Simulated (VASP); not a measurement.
CdS, 2 atoms in the cell. The structure is tetragonal, space group I4/mmm (No. 139). The conventional cell has a = 3.999 Å, b = 3.999 Å, c = 5.306 Å, α = 90.00°, β = 90.00°, γ = 90.00°. Within 3.5 Å of Cd (site symmetry 4/mmm) lie 6 S at 2.65 to 2.83 Å. Within 3.5 Å of S (site symmetry 4/mmm) lie 6 Cd at 2.65 to 2.83 Å.  This cell differs from its parent crystal: epitaxial xy strain +3.7%.

* Program: VASP 6.6.1
* Task: single point
* Functional: r2SCAN
* Potentials or basis: VASP PAW PBE potentials, release 64 (Cd_sv_GW, S)
* Cutoff: 700 eV
* k mesh: 8 × 8 × 8
* Occupations: fermi-dirac, width 0.02 eV
* Spin: no spin polarisation
* Dipole correction: no
* Further INCAR settings: ALGO = Normal; EDIFF = 1e-06; NBANDS = 20

Potentials or basis: VASP PAW PBE potentials, release 64 (Cd_sv_GW, S).

Launch:

```bash
$ cat potpaw_PBE.64/Cd_sv_GW/POTCAR potpaw_PBE.64/S/POTCAR > POTCAR
$ cp INCAR.step1 INCAR
$ mpirun -np 1 vasp_std > vasp.out
$ cp INCAR.step2 INCAR
$ mpirun -np 1 vasp_std > vasp.out
```

Hardware: 1 thread of Intel(R) Xeon(R) Platinum 8259CL CPU @ 2.50GHz (Skylake/Cascade Lake) (shared host).

How long does it take, and how much memory?

Run time: 4.3 min on 1 thread of Intel(R) Xeon(R) Platinum 8259CL CPU @ 2.50GHz (Skylake/Cascade Lake), with other jobs on the host, peak memory 0.28 GiB. Counts: k points 59.
